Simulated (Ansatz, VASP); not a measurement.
## One calculation of Pb, two programs

```
Pb
1.0
     0.00000    3.46178    3.46178
     3.46178    0.00000    3.46178
     3.46178    3.46178    0.00000
Pb
2
Direct
  0.25000 0.25000 0.25000
  0.00000 0.00000 0.00000
```

Change from the starting cell: volume scaled by 1.02.

Alike in both runs: task single point; functional PBEsol; k mesh 7 × 7 × 7; occupations fermi-dirac, width 0.05 eV; no spin polarisation.

|  | VASP | Ansatz |
| --- | --- | --- |
| version | VASP 6.6.1 | Ansatz 0.2.0 |
| potentials or method | VASP PAW PBE potentials, release 64 (Pb_d), cutoff 520 eV | all-electron LAPW, scalar-relativistic |

|  | VASP | Ansatz | Ansatz less VASP |
| --- | --- | --- | --- |
| gap on the k mesh at the Fermi level (eV) | none | none | - |
| pressure (GPa) | -0.2 | -0.2 | +0.06 |

VASP's potentials were made for PBE, not for PBEsol. A gap of «none» marks a metal or a gap that the smearing closes. Ansatz ran all-electron here, and VASP with PAW potentials.

Neither program's run includes spin-orbit coupling.
